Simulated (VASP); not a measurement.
Set up this calculation in VASP 6.6.1, as the native input.

```yaml
Task: single point
Functional: PBEsol
Potentials_or_basis: VASP PAW PBE potentials, release 64 (Ta_pv, N)
Cutoff: 520 eV
k_mesh: 20 × 20 × 12
Occupations: gaussian, width 0.15 eV
Spin: no spin polarisation
Dipole_correction: no
Further_INCAR_settings: ALGO = Normal; EDIFF = 1e-06; NBANDS = 24
```

The structure of TaN lies in POSCAR:

```
TaN
1.0
    0.0000000000      0.0000000000      2.8707276426
    2.9239890448      0.0000000000      0.0000000000
    0.0000000000      5.0644975863      0.0000000000
Ta N
2 2
Direct
    0.5435429673      0.0000000000      0.3333333333
    0.4564570327      0.5000000000      0.8333333333
    0.0159222299      0.5000000000      0.5000000000
   -0.0159222299      0.0000000000      0.0000000000
```

This cell differs from its parent crystal: atoms displaced along a vibrational mode.

The input as run:

INCAR

```
SYSTEM = TaN
ALGO     = Normal         ! electronic algorithm
EDIFF    = 1E-6           ! SCF threshold, eV
ENCUT    = 520            ! plane-wave cutoff, eV
GGA      = PS             ! functional
ISIF     = 2              ! what is computed and relaxed
ISMEAR   = 0              ! smearing method
LASPH    = .True.         ! aspherical terms in the spheres
LCHARG   = .False.        ! write CHGCAR
LREAL    = .False.        ! projectors in reciprocal space
LWAVE    = .False.        ! write WAVECAR
NBANDS   = 24             ! bands
NELM     = 100            ! most SCF steps
PREC     = Accurate       ! precision mode
SIGMA    = 0.15           ! smearing width, eV
```

KPOINTS

```
k-points
0
Gamma
  20 20 12
  0 0 0
```

Potentials or basis: VASP PAW PBE potentials, release 64 (Ta_pv, N).

Launch:

```console
$ cat potpaw_PBE.64/Ta_pv/POTCAR potpaw_PBE.64/N/POTCAR > POTCAR
$ mpirun -np 1 vasp_std > vasp.out
```

It gave:

```yaml
Pressure: 4.3 GPa
Largest_force: 2.673 eV/Å
Band_gap_on_the_k_mesh: zero (bands 16 and 17 overlap by 0.40 eV)
```

Caveat: the cell differs from its parent crystal (atoms displaced along a vibrational mode); the cell stands under pressure; the PAW data sets were made with another functional, which shifts forces and pressure a little; spin-orbit coupling is left out, which moves the levels of the heavy elements.

Run time: 5.9 min on 1 thread of AMD EPYC 9R45 96-Core Processor (Zen 5), with other jobs on the host, peak memory 0.72 GiB.
